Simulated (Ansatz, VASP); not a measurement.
**C in VASP and in Ansatz**

Contents of INCAR:

```
SYSTEM = C
PREC = Accurate
ENCUT = 600
EDIFF = 1E-7
ISMEAR = 0
SIGMA = 0.02
LREAL = .False.
LASPH = .True.
NELM = 120
ALGO = Normal
ISIF = 3
LWAVE = .False.
LCHARG = .False.
GGA = CA
IBRION = 2
NSW = 100
EDIFFG = -0.002
GGA_COMPAT = .False.
NELMIN = 4
```

File KPOINTS:

```
regular mesh
0
Gamma
  10 10 10
  0 0 0
```

The input POSCAR:

```
C
1.0
    0.0000000000      1.7657474443      1.7657474443
    1.7657474443      0.0000000000      1.7657474443
    1.7657474443      1.7657474443      0.0000000000
C
2
Direct
    0.0000000000      0.0000000000      0.0000000000
    0.2500000000      0.2500000000      0.2500000000
```

Input for Ansatz:

```yaml
crystal:
  lattice:
    - [0.0, 1.7657474443, 1.7657474443]
    - [1.7657474443, 0.0, 1.7657474443]
    - [1.7657474443, 1.7657474443, 0.0]
  atoms:
    - { symbol: C, position: [0.0, 0.0, 0.0] }
    - { symbol: C, position: [0.25, 0.25, 0.25] }
basis:
  ecutwfc: 420
kpoints:
  mp_grid: { grid: [10, 10, 10] }
hamiltonian:
  xc: lda
  pseudopotentials: { kind: paw, azcp: { folder: soft_1 } }
scf:
  occupations: { method: gaussian, width: 0.02 }
output:
  forces: true
  stress: true
  eigenvalues: true
relax:
  adjacent_minimum: "off"
  f_tol: 0.002
  max_steps: 80
  cell: { stress_tol: 0.02 }
```

Alike in both runs: task relaxation of cell and atoms; functional LDA; k mesh 10 × 10 × 10; occupations gaussian, width 0.02 eV; no spin polarisation.

|  | VASP | Ansatz |
| --- | --- | --- |
| version | VASP 6.6.1 | Ansatz 0.2.0 |
| potentials or method | VASP PAW LDA potentials, release 64 (C), cutoff 600 eV | scalar-relativistic, plane waves, PAW |
| valence electrons in the cell | 8 | 8 |

VASP gave:

| Property | Result |
| --- | --- |
| gap on the k mesh at the Fermi level, each at its own relaxed structure (eV) | 4.20 |
| relaxed volume (Å³/atom) | 5.52 |
| relaxed cell length with the largest relative difference (Å) | 2.499 |

What did Ansatz give for the same quantities?

gap on the k mesh at the Fermi level, each at its own relaxed structure (eV): 4.21; relaxed volume (Å³/atom): 5.51; relaxed cell length with the largest relative difference (Å): 2.497.

Ansatz warns that its potentials were made for another functional, while VASP's fit it. LDA's correlation is that of Perdew and Zunger in VASP and of Perdew and Wang (1992) in Ansatz.
